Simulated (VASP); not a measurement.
# Si (P6/mmm) in VASP: further runs

Si is run at these levels: PBE+D3(BJ); tasks: single point, relaxation of cell and atoms.

Program: VASP 6.6.1. These are calculated values, not measurements. Logs are shortened: lines on timing, memory, paths and dates and some standing lists are left out, and cuts for length are marked.

## (1) The cell of the first run

Symmetry: P6/mmm, No. 191, hexagonal system. Conventional cell: a = 4.080 Å, b = 4.080 Å, c = 2.618 Å, α = 90.00°, β = 90.00°, γ = 120.00°. Si (site symmetry -6m2) has 5 Si at 2.36 to 2.62 Å within 3.1 Å.

This isn't the form of Si at room conditions, which is diamond.

## (2) Single point, PBE+D3(BJ)

Input file INCAR:

```
SYSTEM = Si
ALGO     = Normal         ! electronic algorithm
EDIFF    = 1E-6           ! SCF threshold, eV
ENCUT    = 520            ! plane-wave cutoff, eV
GGA      = PE             ! functional
ISIF     = 2              ! what is computed and relaxed
ISMEAR   = 0              ! smearing method
IVDW     = 12             ! dispersion correction
LASPH    = .TRUE.         ! aspherical terms in the spheres
LCHARG   = .FALSE.        ! write CHGCAR
LREAL    = .FALSE.        ! projectors in reciprocal space
LWAVE    = .FALSE.        ! write WAVECAR
NBANDS   = 11             ! bands
NELM     = 60             ! most SCF steps
PREC     = Accurate       ! precision mode
SIGMA    = 0.1            ! smearing width, eV
```

Input file KPOINTS:

```
k-points
0
G
  12 12 16
  0 0 0
```

Input file POSCAR:

```
Si
1.0
    4.0797701729      0.0000000000      0.0000000000
   -2.0398850865      3.5331846114      0.0000000000
    0.0000000000      0.0000000000      2.6183448556
Si
2
Direct
    0.3333333333      0.6666666667      0.0000000000
    0.6666666667      0.3333333333      0.0000000000
```

Potentials or basis: VASP PAW PBE potentials, release 64 (Si).

The run is started by

```sh
$ cat potpaw_PBE.64/Si/POTCAR > POTCAR
$ mpirun -np 1 vasp_std > vasp.out
```

OUTCAR:

```text
SYSTEM = Si
   EDIFF = 1E-6
   ENCUT = 520
   GGA = PE
   ISIF = 2
   ISMEAR = 0
   IVDW = 12
   LASPH = .TRUE.
   LREAL = .FALSE.
   NELM = 60
   PREC = Accurate
 IVDW          = 12

 ion  position               nearest neighbor table
   1  0.333  0.667  0.000-   2 2.36   2 2.36   2 2.36
   2  0.667  0.333  0.000-   1 2.36   1 2.36   1 2.36

  LATTYP: Found a hexagonal cell.
 ALAT       =     4.0797701729
 C/A-ratio  =     0.6417873421

  Lattice vectors:

 A1 = (   4.0797701729,   0.0000000000,   0.0000000000)
 A2 = (  -2.0398850865,   3.5331846114,   0.0000000000)
 A3 = (   0.0000000000,   0.0000000000,   2.6183448556)

Analysis of symmetry for initial positions (statically):
=====================================================================
 Subroutine PRICEL returns:
 Original cell was already a primitive cell.

 Routine SETGRP: Setting up the symmetry group for a
 hexagonal supercell.

 Subroutine GETGRP returns: Found 24 space group operations
 (whereof 24 operations were pure point group operations)
 out of a pool of 24 trial point group operations.

The static configuration has the point symmetry D_6h.

Analysis of symmetry for dynamics (positions and initial velocities):
=====================================================================
 Subroutine PRICEL returns:
 Original cell was already a primitive cell.

 Routine SETGRP: Setting up the symmetry group for a
 hexagonal supercell.

 Subroutine GETGRP returns: Found 24 space group operations
 (whereof 24 operations were pure point group operations)
 out of a pool of 24 trial point group operations.

The dynamic configuration has the point symmetry D_6h.

 Subroutine INISYM returns: Found 24 space group operations
 (whereof 24 operations are pure point group operations),
 and found     1 'primitive' translations

----------------------------------------------------------------------------------------

                                     Primitive cell

  volume of cell :      37.7423

  direct lattice vectors                    reciprocal lattice vectors
     4.079770173  0.000000000  0.000000000     0.245111846  0.141515391  0.000000000
    -2.039885086  3.533184611  0.000000000     0.000000000  0.283030781  0.000000000
     0.000000000  0.000000000  2.618344856     0.000000000  0.000000000  0.381920662

  length of vectors
     4.079770173  4.079770173  2.618344856     0.283030781  0.283030781  0.381920662

  position of ions in fractional coordinates (direct lattice)
     0.333333333  0.666666667  0.000000000
     0.666666667  0.333333333  0.000000000

  ion indices of the primitive-cell ions
   primitive index   ion index
                 1           1
                 2           2

----------------------------------------------------------------------------------------

 KPOINTS: k-points

Automatic generation of k-mesh.
 Grid dimensions read from file:
 generate k-points for:   12   12   16

 Generating k-lattice:

  Cartesian coordinates                     Fractional coordinates (reciprocal lattice)
     0.020425987  0.011792949  0.000000000     0.083333333  0.000000000  0.000000000
     0.000000000  0.023585898  0.000000000     0.000000000  0.083333333  0.000000000
     0.000000000  0.000000000  0.023870041     0.000000000  0.000000000  0.062500000

  Length of vectors
     0.023585898  0.023585898  0.023870041

  Shift w.r.t. Gamma in fractional coordinates (k-lattice)
     0.000000000  0.000000000  0.000000000

 Subroutine IBZKPT returns following result:
 ===========================================

 Found    171 irreducible k-points:

 Following reciprocal coordinates:
            Coordinates               Weight
  0.000000  0.000000  0.000000      1.000000
  0.083333  0.000000  0.000000      6.000000
  0.166667  0.000000  0.000000      6.000000
  0.250000  0.000000  0.000000      6.000000
  0.333333  0.000000  0.000000      6.000000
  0.416667  0.000000  0.000000      6.000000
[... 16 lines left out ...]
  0.250000  0.000000  0.062500     12.000000
  0.333333  0.000000  0.062500     12.000000
 [... further k-points ...]
   k-points           NKPTS =    171   k-points in BZ     NKDIM =    171   number of bands    NBANDS=     11
   number of dos      NEDOS =    301   number of ions     NIONS =      2
   total plane-waves  NPLWV =  18000
   dimension x,y,z NGX =    30 NGY =   30 NGZ =   20
   dimension x,y,z NGXF=    60 NGYF=   60 NGZF=   40
   ions per type =               2
   NGX,Y,Z   is equivalent  to a cutoff of  12.22, 12.22, 12.70 a.u.
   NGXF,Y,Z  is equivalent  to a cutoff of  24.45, 24.45, 25.40 a.u.
 SYSTEM =  Si
   PREC   = accura    normal or accurate (medium, high low for compatibility)
   ISTART =      0    job   : 0-new  1-cont  2-samecut
   ICHARG =      2    charge: 1-file 2-atom 10-const
   ISPIN  =      1    spin polarized calculation?
   LNONCOLLINEAR =      F non collinear calculations
   LSORBIT =      F    spin-orbit coupling
   LASPH  =      T    aspherical Exc in radial PAW
   ENCUT  =  520.0 eV  38.22 Ry    6.18 a.u.   7.59  7.59  4.87*2*pi/ulx,y,z
   NELM   =     60;   NELMIN=  2; NELMDL= -5     # of ELM steps
   EDIFF  = 0.1E-05   stopping-criterion for ELM
   LREAL  =      F    real-space projection
   EDIFFG = 0.1E-04   stopping-criterion for IOM
   NSW    =      0    number of steps for IOM
   IBRION =     -1    ionic relax: 0-MD 1-quasi-New 2-CG
   NFREE  =      0    steps in history (QN), initial steepest desc. (CG)
   ISIF   =      2    stress and relaxation
   ISYM   =      2    0-nonsym 1-usesym 2-fastsym
   POTIM  = 0.5000    time-step for ionic-motion
   TEBEG  =    0.0;   TEEND  =   0.0 temperature during run
   PSTRESS=    0.0 pullay stress
   NELECT =       8.0000    total number of electrons
   NUPDOWN=      -1.0000    fix difference up-down
   EMIN   =  10.00;   EMAX   =-10.00  energy-range for DOS
   EFERMI =   0.00;   METHOD = LEGACY
   ISMEAR =     0;   SIGMA  =   0.10  broadening in eV -4-tet -1-fermi 0-gaus
   EFERMI_NEDOS =   21; number of points for ismear=-14 and -15
   IALGO  =     38    algorithm
   IMIX   =      4    mixing-type and parameters
     AMIX     =   0.40;   BMIX     =  1.00
     AMIX_MAG =   1.60;   BMIX_MAG =  1.00
  volume/ion in A,a.u.               =      18.87       127.35
  Fermi-wavevector in a.u.,A,eV,Ry     =   0.976102  1.844565 12.963292  0.952775
  Thomas-Fermi vector in A             =   2.106694
   LORBIT       =      0    0 simple, 1 ext, 2 COOP (PROOUT), +10 PAW based schemes
   GGA     = PE    functional components
   LHFCALC =     F    Hartree Fock is set to
   AEXX    =    0.0000 exact exchange contribution
   IVDW    =    12    specifies the selected vdW correction
   LEPSILON=     F    determine dielectric tensor
   LRPA    =     F    only Hartree local field effects (RPA)
 non-spin polarized calculation
 Gauss-broadening in eV      SIGMA  =   0.10
  energy-cutoff  :      520.00
  volume of cell :       37.74
 maximum number of plane-waves:      1042
   NGX = 15   NGY = 15   NGZ =  9

 number of electron       8.0000001 magnetization

 Free energy of the ion-electron system (eV)
  ---------------------------------------------------
  ext. energy  EPLUGINS =         0.00000000
  ---------------------------------------------------
  free energy    TOTEN  =       -10.07031993 eV

  energy without entropy =      -10.06724830  energy(sigma->0) =      -10.06878412

 E-fermi :   6.5334     XC(G=0):  -9.7271

 val. band max:        6.5275989615   @ k =   0.0833   0.0000   0.3125
 cond. band min:       6.5586754107   @ k =   0.4167   0.0000   0.3125
 fundamental gap:      0.0310764492
 Fermi energy:         6.5333506450

 k-point     1 :       0.0000    0.0000    0.0000
  band No.  band energies     occupation
      1      -6.0394      2.00000
      2       3.5505      2.00000
      3       3.5505      2.00000
      4       3.8193      2.00000
      5       7.7166      0.00000
      6       7.7166      0.00000
      7      12.0576      0.00000
      8      13.1958      0.00000
      9      15.4906      0.00000
     10      20.0778      0.00000
     11      22.5648      0.00000

 k-point     2 :       0.0833    0.0000    0.0000
  band No.  band energies     occupation
      1      -5.9688      2.00000
      2       2.3881      2.00000
      3       3.4280      2.00000
      4       4.8865      2.00000
      5       7.6637      0.00000
      6       7.9871      0.00000
      7      12.4444      0.00000
      8      13.2534      0.00000
      9      15.5553      0.00000
     10      19.6985      0.00000
     11      22.4713      0.00000

 k-point     3 :       0.1667    0.0000    0.0000
  band No.  band energies     occupation
      1      -5.7588      2.00000
      2       1.1243      2.00000
      3       3.1425      2.00000
      4       5.6127      2.00000
      5       7.9220      0.00000
      6       8.7164      0.00000
      7      13.3926      0.00000
      8      13.4243      0.00000
      9      15.7672      0.00000
     10      18.9126      0.00000
     11      22.2399      0.00000

 k-point     4 :       0.2500    0.0000    0.0000
  band No.  band energies     occupation
      1      -5.4163      2.00000
      2      -0.0688      2.00000
      3       2.8270      2.00000
      4       5.6219      2.00000
      5       8.9318      0.00000
      6       9.7690      0.00000
      7      13.7016      0.00000
      8      14.4181      0.00000
      9      16.2539      0.00000
     10      18.0482      0.00000
     11      20.0761      0.00000
[... 239 lines left out ...]
 k-point    22 :       0.1667    0.0000    0.0625
  band No.  band energies     occupation
      1      -5.6789      2.00000
      2       1.2004      2.00000
      3       3.2113      2.00000
      4       5.6828      2.00000
      5       7.9866      0.00000
      6       8.7878      0.00000
      7      11.7005      0.00000
      8      14.1052      0.00000
      9      16.9247      0.00000
     10      18.0893      0.00000
     11      21.1229      0.00000

 k-point    23 :       0.2500    0.0000    0.0625
  band No.  band energies     occupation
      1      -5.3365      2.00000
      2       0.0083      2.00000
      3       2.8963      2.00000
      4       5.6937      2.00000
      5       8.9795      0.00000
      6       9.8394      0.00000
      7      12.0587      0.00000
      8      15.4355      0.00000
      9      16.9314      0.00000
     10      17.2065      0.00000
     11      20.0656      0.00000

 k-point    24 :       0.3333    0.0000    0.0625
  band No.  band energies     occupation
      1      -4.8804      2.00000
      2      -1.0693      2.00000
      3       2.6346      2.00000
      4       5.4682      2.00000
      5      10.3011      0.00000
      6      11.1254      0.00000
      7      12.4563      0.00000
      8      16.1104      0.00000
      9      16.5680      0.00000
     10      17.3057      0.00000
     11      18.0817      0.00000

 [... further k-points ...]

------------------------ aborting loop because EDIFF is reached ----------------------------------------

 Edisp (eV)   -0.65361

 E8    (eV) :    -0.2682

  FORCE on cell =-STRESS in cart. coord.  units (eV):
  Direction    XX          YY          ZZ          XY          YZ          ZX
  --------------------------------------------------------------------------------------
  -------------------------------------------------------------------------------------
  Total      -0.01814    -0.01814    -0.00084     0.00000     0.00000     0.00000
  in kB      -0.76998    -0.76998    -0.03565     0.00000     0.00000     0.00000
  external pressure =       -0.53 kB  Pullay stress =        0.00 kB

 VOLUME and BASIS-vectors are now :
 -----------------------------------------------------------------------------
  energy-cutoff  :      520.00
  volume of cell :       37.74
      direct lattice vectors                 reciprocal lattice vectors
     4.079770173  0.000000000  0.000000000     0.245111846  0.141515391  0.000000000
    -2.039885086  3.533184611  0.000000000     0.000000000  0.283030781  0.000000000
     0.000000000  0.000000000  2.618344856     0.000000000  0.000000000  0.381920662

 POSITION                                       TOTAL-FORCE (eV/Angst)
 -----------------------------------------------------------------------------------
     -0.00000      2.35546      0.00000        -0.000000      0.000000      0.000000
      2.03989      1.17773      0.00000         0.000000      0.000000     -0.000000
 -----------------------------------------------------------------------------------
    total drift:                               -0.000000      0.000000      0.000000

  FREE ENERGIE OF THE ION-ELECTRON SYSTEM (eV)
  ---------------------------------------------------
  free  energy   TOTEN  =       -10.7239330109 eV

  energy  without entropy=      -10.7208613813  energy(sigma->0) =      -10.72239720
```

Run time: 100 s. Hardware: 1 thread of AMD EPYC 7R13, shared host; peak memory 0.16 GiB.

Results:

| Quantity | Value |
| --- | --- |
| Free energy | -10.7239 eV |
| Pressure | -0.1 GPa |
| Band gap on the k mesh | zero (bands 4 and 5 overlap by 5.77 eV) |
| Dispersion energy per atom | -0.327 eV |

## (3) Relaxation of cell and atoms, PBE+D3(BJ)

This run uses another cell than the first one, of 21.20 Å³/atom.

Input file INCAR:

```
PREC = Accurate
ENCUT = 600
EDIFF = 1E-7
ISMEAR = 0
SIGMA = 0.1
LREAL = F
LASPH = T
NELM = 80
ALGO = Normal
ISIF = 3
LWAVE = F
LCHARG = F
GGA = PE
IVDW = 12
IBRION = 2
NSW = 80
EDIFFG = -0.01
```

Input file KPOINTS:

```
regular mesh
0
Gamma
  12 12 14
```

Input file POSCAR:

```
Si
1.0
    3.9591553706      0.0000000000      0.0000000000
   -1.9795776853      3.4287291285      0.0000000000
    0.0000000000      0.0000000000      3.1232425778
Si
2
Direct
    0.3333333333      0.6666666667      0.0000000000
    0.6666666667      0.3333333333      0.0000000000
```

Potentials or basis: VASP PAW PBE potentials, release 64 (Si).

The run is started by

```sh
$ cat potpaw_PBE.64/Si/POTCAR > POTCAR
$ mpirun -np 1 vasp_std > vasp.out
```

Run time: 14 min. Hardware: 1 thread of AMD EPYC 7R13, shared host; peak memory 0.19 GiB.

Results (log left out):

```
Free energy                           : -10.7225 eV
Relaxed volume                        : 18.89 Å³/atom
Relaxed cell                          : a = 4.083 Å, b = 4.083 Å, c = 2.617 Å, α = 90.00°, β = 90.00°, γ = 120.00°
Space group after relaxing (to 0.1 Å) : P6/mmm (No. 191)
Energy gained by relaxing             : 82.0 meV/atom
Ionic steps                           : 20
Pressure after relaxing               : 0.0 GPa
Band gap on the k mesh                : zero (bands 4 and 5 overlap by 5.81 eV)
Dispersion energy per atom            : -0.327 eV
```

Step by step:
| step | energy change (eV) | largest force (eV/Å) | pressure (GPa) | volume (Å³) |
| --- | --- | --- | --- | --- |
| 1 | 0.0000 | 0.0000 | 0.20 | 42.40 |
| 2 | -0.0134 | 0.0000 | -0.31 | 42.55 |
| 3 | -0.0155 | 0.0000 | -0.52 | 42.63 |
| 4 | -0.0157 | 0.0000 | -0.55 | 42.64 |
| 5 | -0.0164 | 0.0000 | -0.61 | 42.67 |
| 6 | -0.0193 | 0.0000 | -0.93 | 42.73 |
| 7 | -0.0203 | 0.0000 | -2.31 | 42.83 |
| 8 | -0.0214 | 0.0000 | -1.56 | 42.79 |
| 9 | -0.0540 | 0.0000 | -3.14 | 41.13 |
| 10 | -0.1443 | 0.0000 | 3.93 | 36.28 |
| 11 | -0.1477 | 0.0000 | -0.01 | 37.92 |
| 12 | -0.1526 | 0.0000 | 1.47 | 37.24 |
| 13 | -0.1549 | 0.0000 | 2.63 | 36.75 |
| 14 | -0.1552 | 0.0000 | 2.32 | 36.88 |
| 15 | -0.1617 | 0.0000 | 1.34 | 37.24 |
| 16 | -0.1633 | 0.0000 | 0.60 | 37.52 |
| 17 | -0.1639 | 0.0000 | 0.33 | 37.64 |
| 18 | -0.1641 | 0.0000 | 0.06 | 37.76 |
| 19 | -0.1641 | 0.0000 | 0.09 | 37.75 |
| 20 | -0.1641 | 0.0000 | 0.03 | 37.77 |

Final structure:
```xyz
2
Lattice="4.0827 0.0000 0.0000 -2.0413 3.5357 0.0000 0.0000 0.0000 2.6165" Properties=species:S:1:pos:R:3 pbc="T T T"
Si    0.0000    2.3571    0.0000
Si    2.0413    1.1786    0.0000
```

Levels at points of the mesh, in eV from the Fermi level:
| k point | band 1 | band 2 | band 3 | band 4 | band 5 | band 6 | band 7 | band 8 |
| --- | --- | --- | --- | --- | --- | --- | --- | --- |
| (0.00, 0.00, 0.00) | -12.51 | -2.93 | -2.93 | -2.68 | 1.23 | 1.23 | 5.57 | 6.75 |
| (0.50, 0.00, 0.00) | -10.64 | -8.93 | -4.14 | -1.34 | 6.29 | 7.14 | 8.23 | 9.79 |
| (0.00, 0.00, 0.50) | -8.40 | -6.04 | -0.08 | -0.08 | 1.24 | 3.64 | 4.42 | 4.42 |
| (0.50, 0.00, 0.50) | -6.51 | -4.93 | -4.37 | -2.69 | -1.14 | 3.07 | 3.86 | 5.09 |

Caveat: a cell axis changed by over 15 % at a fixed basis, so the end point is rough.
